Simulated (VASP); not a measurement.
# Li2Se (Fm-3m) in VASP: a series of runs, part 2 of 2

VASP 6.6.1.

### Step 4. Single point, PBE (volume changed by +6%)

INCAR

```
PREC = Accurate
ENCUT = 750
EDIFF = 1E-6
ISMEAR = 0
SIGMA = 0.01
LREAL = F
LASPH = T
NELM = 120
ALGO = Normal
ISIF = 2
LWAVE = F
LCHARG = F
GGA = PE
NBANDS = 13
GGA_COMPAT = F
```

KPOINTS

```
Automatic mesh
0
Gamma
  6 6 6
```

POSCAR

```
Li2Se
1.0
    0.0000000000      3.0623383805      3.0623383805
    3.0623383805      0.0000000000      3.0623383805
    3.0623383805      3.0623383805      0.0000000000
Se Li
1 2
Direct
    0.0000000000      0.0000000000      0.0000000000
    0.2500000000      0.2500000000      0.2500000000
    0.7500000000      0.7500000000      0.7500000000
```

Potentials or basis: VASP PAW PBE potentials, release 64 (Se, Li_sv).

Started as:

```sh
$ cat potpaw_PBE.64/Se/POTCAR potpaw_PBE.64/Li_sv/POTCAR > POTCAR
$ mpirun -np 1 vasp_std > vasp.out
```

OUTCAR:

```text
PREC = Accurate
   ENCUT = 750
   EDIFF = 1E-6
   ISMEAR = 0
   LREAL = F
   LASPH = T
   NELM = 120
   ISIF = 2
   GGA = PE

 ion  position               nearest neighbor table
   1  0.000  0.000  0.000-   3 2.65   3 2.65   3 2.65   2 2.65   3 2.65   2 2.65   2 2.65   2 2.65

   2  0.250  0.250  0.250-   1 2.65   1 2.65   1 2.65   1 2.65
   3  0.750  0.750  0.750-   1 2.65   1 2.65   1 2.65   1 2.65

  LATTYP: Found a face centered cubic cell.
 ALAT       =     6.1246767610

  Lattice vectors:

 A1 = (   0.0000000000,   3.0623383805,   3.0623383805)
 A2 = (   3.0623383805,   0.0000000000,   3.0623383805)
 A3 = (   3.0623383805,   3.0623383805,   0.0000000000)

Analysis of symmetry for initial positions (statically):
=====================================================================
 Subroutine PRICEL returns:
 Original cell was already a primitive cell.

 Routine SETGRP: Setting up the symmetry group for a
 face centered cubic supercell.

 Subroutine GETGRP returns: Found 48 space group operations
 (whereof 48 operations were pure point group operations)
 out of a pool of 48 trial point group operations.
[... 171 lines left out ...]
      6       0.6739      2.00000
      7       3.8157      0.00000
      8       6.2576      0.00000
      9       6.2576      0.00000
     10       6.2576      0.00000
     11      11.0717      0.00000
     12      11.0717      0.00000
     13      11.3553      0.00000
[... 226 lines left out ...]
  band No.  band energies     occupation
      1     -44.1384      2.00000
      2     -44.1353      2.00000
      3     -10.1430      2.00000
      4      -1.2924      2.00000
      5      -0.8859      2.00000
      6      -0.8641      2.00000
      7       4.8899      0.00000
      8       7.5274      0.00000
      9       7.9923      0.00000
     10       9.6251      0.00000
     11      10.9264      0.00000
     12      11.7443      0.00000
     13      12.3102      0.00000

------------------------ aborting loop because EDIFF is reached ----------------------------------------

  FORCE on cell =-STRESS in cart. coord.  units (eV):
  Direction    XX          YY          ZZ          XY          YZ          ZX
  --------------------------------------------------------------------------------------
  -------------------------------------------------------------------------------------
  Total       -0.6523103     -0.6523103     -0.6523103     -0.0000000      0.0000000     -0.0000000
  in kB      -18.1959744    -18.1959744    -18.1959744     -0.0000000      0.0000000     -0.0000000
  external PRESSURE =     -18.1959744 kB  Pullay stress =       0.0000000 kB

 VOLUME and BASIS-vectors are now :
 -----------------------------------------------------------------------------
  energy-cutoff  :      750.00
  volume of cell :       57.44
      direct lattice vectors                 reciprocal lattice vectors
     0.000000000  3.062338380  3.062338380    -0.163273923  0.163273923  0.163273923
     3.062338380  0.000000000  3.062338380     0.163273923 -0.163273923  0.163273923
     3.062338380  3.062338380  0.000000000     0.163273923  0.163273923 -0.163273923

 POSITION                                       TOTAL-FORCE (eV/Angst)
 -----------------------------------------------------------------------------------
      0.00000      0.00000      0.00000        -0.000000      0.000000     -0.000000
      1.53117      1.53117      1.53117         0.000000      0.000000      0.000000
      4.59351      4.59351      4.59351        -0.000000     -0.000000     -0.000000
 -----------------------------------------------------------------------------------
    total drift:                                0.000000     -0.000000      0.000000

  FREE ENERGIE OF THE ION-ELECTRON SYSTEM (eV)
  ---------------------------------------------------
  free  energy   TOTEN  =       -11.1119795699 eV

  energy  without entropy=      -11.1119795699  energy(sigma->0) =      -11.11197957
```

OSZICAR:

```text
N       E                     dE             d eps       ncg     rms          rms(c)
DAV:   1     0.506373048337E+02    0.50637E+02   -0.65141E+03   416   0.113E+03
DAV:   2    -0.315891938725E+01   -0.53796E+02   -0.50134E+02   471   0.214E+02
DAV:   3    -0.111263658824E+02   -0.79674E+01   -0.79172E+01   807   0.490E+01
DAV:   4    -0.112949339535E+02   -0.16857E+00   -0.16846E+00   504   0.107E+01
DAV:   5    -0.113014982594E+02   -0.65643E-02   -0.65638E-02   660   0.149E+00    0.273E+00
DAV:   6    -0.111161960559E+02    0.18530E+00   -0.26069E-01   499   0.196E+00    0.165E+00
DAV:   7    -0.111027429113E+02    0.13453E-01   -0.11677E-01   558   0.146E+00    0.740E-01
DAV:   8    -0.111117689901E+02   -0.90261E-02   -0.19972E-02   529   0.768E-01    0.265E-01
DAV:   9    -0.111116510101E+02    0.11798E-03   -0.44404E-04   586   0.133E-01    0.197E-01
DAV:  10    -0.111119663197E+02   -0.31531E-03   -0.87676E-04   481   0.139E-01    0.708E-02
DAV:  11    -0.111119741369E+02   -0.78172E-05   -0.54255E-05   584   0.440E-02    0.252E-02
DAV:  12    -0.111119861086E+02   -0.11972E-04   -0.30361E-05   504   0.272E-02    0.412E-02
DAV:  13    -0.111119796859E+02    0.64227E-05   -0.59988E-06   491   0.147E-02    0.451E-03
DAV:  14    -0.111119795699E+02    0.11602E-06   -0.25367E-07   298   0.355E-03
   1 F= -.11111980E+02 E0= -.11111980E+02  d E =-.159814E-17
```

stdout:

```text
POSCAR found type information on POSCAR SeLi
 POSCAR found :  2 types and       3 ions
 scaLAPACK will be used
 LDA part: xc-table for (Slater+PW92), standard interpolation
 POSCAR, INCAR and KPOINTS ok, starting setup
 FFT: planning ... GRIDC
 FFT: planning ... GRID_SOFT
 FFT: planning ... GRID
 WAVECAR not read
 entering main loop
```

Run time: 17 s. Hardware: 1 thread of Intel Xeon Platinum 8559C (Emerald Rapids), shared host; peak memory 0.24 GiB.

What came out:

```
Free energy            : -11.1120 eV
Pressure               : -1.8 GPa
Band gap on the k mesh : 3.02 eV, indirect (least direct gap 3.14 eV)
```

Levels at points of the mesh, in eV from the valence-band top:
```tsv
k point	band 4	band 5	band 6	band 7	band 8	band 9
(0.00, 0.00, 0.00)	0.00	0.00	0.00	3.14	5.58	5.58
(0.50, 0.00, 0.00)	-2.71	-0.48	-0.48	4.87	5.92	5.92
(0.50, 0.50, 0.00)	-2.14	-1.32	-1.32	3.02	6.01	9.92
```

Caveat: the cell differs from its parent crystal (volume changed by +6%). A k mesh can miss the band edges.

### Step 5. Single point, PBE

This run uses another cell than the first one, of 17.88 Å³/atom, 0.990 times its volume.

INCAR

```
SYSTEM = Li2Se
PREC = Accurate
ENCUT = 750
EDIFF = 1E-6
ISMEAR = 0
SIGMA = 0.01
LREAL = .False.
LASPH = .True.
NELM = 120
ALGO = Normal
ISIF = 2
LWAVE = .False.
LCHARG = .True.
GGA = PE
LELF = .True.
LVHAR = .True.
NBANDS = 13
GGA_COMPAT = .False.
```

KPOINTS

```
regular mesh
0
Gamma
  8 8 8
  0 0 0
```

POSCAR

```
Li2Se
1.0
    0.0000000000      2.9935210596      2.9935210596
    2.9935210596      0.0000000000      2.9935210596
    2.9935210596      2.9935210596      0.0000000000
Se Li
1 2
Direct
    0.0000000000      0.0000000000      0.0000000000
    0.2500000000      0.2500000000      0.2500000000
    0.7500000000      0.7500000000      0.7500000000
```

Potentials or basis: VASP PAW PBE potentials, release 64 (Se, Li_sv).

Started as:

```sh
$ cat potpaw_PBE.64/Se/POTCAR potpaw_PBE.64/Li_sv/POTCAR > POTCAR
$ mpirun -np 1 vasp_std > vasp.out
```

OUTCAR:

```text
SYSTEM = Li2Se
   PREC = Accurate
   ENCUT = 750
   EDIFF = 1E-6
   ISMEAR = 0
   LREAL = .False.
   LASPH = .True.
   NELM = 120
   ISIF = 2
   GGA = PE

 ion  position               nearest neighbor table
   1  0.000  0.000  0.000-   2 2.59   3 2.59   3 2.59   3 2.59   3 2.59   2 2.59   2 2.59   2 2.59

   2  0.250  0.250  0.250-   1 2.59   1 2.59   1 2.59   1 2.59
   3  0.750  0.750  0.750-   1 2.59   1 2.59   1 2.59   1 2.59

  LATTYP: Found a face centered cubic cell.
 ALAT       =     5.9870421192

  Lattice vectors:

 A1 = (   0.0000000000,   2.9935210596,   2.9935210596)
 A2 = (   2.9935210596,   0.0000000000,   2.9935210596)
 A3 = (   2.9935210596,   2.9935210596,   0.0000000000)

Analysis of symmetry for initial positions (statically):
=====================================================================
 Subroutine PRICEL returns:
 Original cell was already a primitive cell.

 Routine SETGRP: Setting up the symmetry group for a
 face centered cubic supercell.

 Subroutine GETGRP returns: Found 48 space group operations
 (whereof 48 operations were pure point group operations)
 out of a pool of 48 trial point group operations.

The static configuration has the point symmetry O_h .

Analysis of symmetry for dynamics (positions and initial velocities):
=====================================================================
 Subroutine PRICEL returns:
 Original cell was already a primitive cell.

 Routine SETGRP: Setting up the symmetry group for a
 face centered cubic supercell.

 Subroutine GETGRP returns: Found 48 space group operations
 (whereof 48 operations were pure point group operations)
 out of a pool of 48 trial point group operations.

The dynamic configuration has the point symmetry O_h .

 Subroutine INISYM returns: Found 48 space group operations
 (whereof 48 operations are pure point group operations),
 and found     1 'primitive' translations

----------------------------------------------------------------------------------------
[... 120 lines left out ...]
   GGA     = PE    functional components
   LHFCALC =     F    Hartree Fock is set to
   AEXX    =    0.0000 exact exchange contribution
   IVDW    =     0    specifies the selected vdW correction
   LEPSILON=     F    determine dielectric tensor
   LRPA    =     F    only Hartree local field effects (RPA)
 non-spin polarized calculation
 Gauss-broadening in eV      SIGMA  =   0.01
  energy-cutoff  :      750.00
  volume of cell :       53.65
 maximum number of plane-waves:      2541
 NGX is ok and might be reduce to    40
   NGX = 19   NGY = 19   NGZ = 19

 number of electron      12.0000003 magnetization

 Free energy of the ion-electron system (eV)
  ---------------------------------------------------
  ext. energy  EPLUGINS =         0.00000000
  ---------------------------------------------------
  free energy    TOTEN  =       -11.13043970 eV

  energy without entropy =      -11.13043970  energy(sigma->0) =      -11.13043970

 E-fermi :   1.1031     XC(G=0):  -8.2949

 val. band max:        1.0463998621   @ k =   0.0000   0.0000   0.0000
 cond. band min:       4.0141730836   @ k =   0.5000   0.5000   0.0000
 fundamental gap:      2.9677732215
 Fermi energy:         1.1030612694

 k-point     1 :       0.0000    0.0000    0.0000
  band No.  band energies     occupation
      1     -43.6504      2.00000
      2     -43.6257      2.00000
      3     -10.3666      2.00000
      4       1.0464      2.00000
      5       1.0464      2.00000
      6       1.0464      2.00000
      7       4.4676      0.00000
      8       6.6707      0.00000
      9       6.6707      0.00000
     10       6.6707      0.00000
     11      11.6537      0.00000
     12      11.6537      0.00000
     13      12.0017      0.00000
[... 354 lines left out ...]
  band No.  band energies     occupation
      1     -43.6376      2.00000
      2     -43.6376      2.00000
      3      -9.9369      2.00000
      4      -1.5897      2.00000
      5      -0.2735      2.00000
      6       0.1062      2.00000
      7       6.4619      0.00000
      8       6.8308      0.00000
      9       8.7154      0.00000
     10       9.4487      0.00000
     11      10.4547      0.00000
     12      11.8084      0.00000
     13      13.7150      0.00000

 [... further k-points ...]
[... 5 lines left out ...]
  --------------------------------------------------------------------------------------
  -------------------------------------------------------------------------------------
  Total        0.0892790      0.0892790      0.0892790     -0.0000000     -0.0000000     -0.0000000
  in kB        2.6661392      2.6661392      2.6661392     -0.0000000     -0.0000000     -0.0000000
  external PRESSURE =       2.6661392 kB  Pullay stress =       0.0000000 kB

 VOLUME and BASIS-vectors are now :
 -----------------------------------------------------------------------------
  energy-cutoff  :      750.00
  volume of cell :       53.65
      direct lattice vectors                 reciprocal lattice vectors
     0.000000000  2.993521060  2.993521060    -0.167027387  0.167027387  0.167027387
     2.993521060  0.000000000  2.993521060     0.167027387 -0.167027387  0.167027387
     2.993521060  2.993521060  0.000000000     0.167027387  0.167027387 -0.167027387

 POSITION                                       TOTAL-FORCE (eV/Angst)
 -----------------------------------------------------------------------------------
      0.00000      0.00000      0.00000         0.000000     -0.000000      0.000000
      1.49676      1.49676      1.49676         0.000000      0.000000      0.000000
      4.49028      4.49028      4.49028        -0.000000     -0.000000     -0.000000
 -----------------------------------------------------------------------------------
    total drift:                                0.000000     -0.000000      0.000000

  FREE ENERGIE OF THE ION-ELECTRON SYSTEM (eV)
  ---------------------------------------------------
  free  energy   TOTEN  =       -11.1304396954 eV

  energy  without entropy=      -11.1304396954  energy(sigma->0) =      -11.13043970
```

OSZICAR:

```text
N       E                     dE             d eps       ncg     rms          rms(c)
DAV:   1     0.520103430450E+02    0.52010E+02   -0.64932E+03   754   0.116E+03
DAV:   2    -0.333170157814E+01   -0.55342E+02   -0.51866E+02   912   0.218E+02
DAV:   3    -0.111498072266E+02   -0.78181E+01   -0.77698E+01  1431   0.490E+01
DAV:   4    -0.113077055178E+02   -0.15790E+00   -0.15780E+00   934   0.980E+00
DAV:   5    -0.113111634232E+02   -0.34579E-02   -0.34578E-02  1206   0.122E+00    0.276E+00
DAV:   6    -0.111366002903E+02    0.17456E+00   -0.23751E-01   903   0.189E+00    0.170E+00
DAV:   7    -0.111222931566E+02    0.14307E-01   -0.11452E-01  1015   0.146E+00    0.739E-01
DAV:   8    -0.111302393801E+02   -0.79462E-02   -0.17516E-02   940   0.734E-01    0.254E-01
DAV:   9    -0.111301481719E+02    0.91208E-04   -0.46923E-04  1062   0.135E-01    0.172E-01
DAV:  10    -0.111304336418E+02   -0.28547E-03   -0.67296E-04   854   0.125E-01    0.706E-02
DAV:  11    -0.111304351731E+02   -0.15313E-05   -0.40527E-05  1095   0.386E-02    0.171E-02
DAV:  12    -0.111304433081E+02   -0.81350E-05   -0.13925E-05   884   0.191E-02    0.275E-02
DAV:  13    -0.111304397892E+02    0.35189E-05   -0.24072E-06   928   0.958E-03    0.314E-03
DAV:  14    -0.111304396954E+02    0.93828E-07   -0.10005E-07   527   0.234E-03
   1 F= -.11130440E+02 E0= -.11130440E+02  d E =-.376860E-18
```

Wall time 29 s (1 thread of Intel Xeon Platinum 8559C (Emerald Rapids), shared host); peak memory 0.24 GiB.

What came out:

```
Free energy            : -11.1304 eV
Pressure               : 0.3 GPa
Band gap on the k mesh : 2.97 eV, indirect (least direct gap 3.42 eV)
```

A k mesh can miss the band edges. PBE gaps usually lie below the measured ones, often by a third to a half.

### Step 6. The runs side by side

```csv
cell,k mesh,gap on the mesh (eV),pressure (GPa)
"a = 4.247 Å, angles 60.0°, 3 atoms",6 × 6 × 6,2.98,-0.1
"a = 4.290 Å, angles 60.0°, 3 atoms",6 × 6 × 6,3.00,-1.0
"a = 4.331 Å, angles 60.0°, 3 atoms",6 × 6 × 6,3.02,-1.8
"a = 4.233 Å, angles 60.0°, 3 atoms",8 × 8 × 8,2.97,0.3
```

Alike in all rows: task single point; level PBE; potentials or basis VASP PAW PBE potentials, release 64 (Se, Li_sv); no spin polarisation; cutoff (eV) 750; smearing gaussian 0.01 eV.

Total energies depend on the potentials used, so only differences within one code and one set of settings carry meaning.
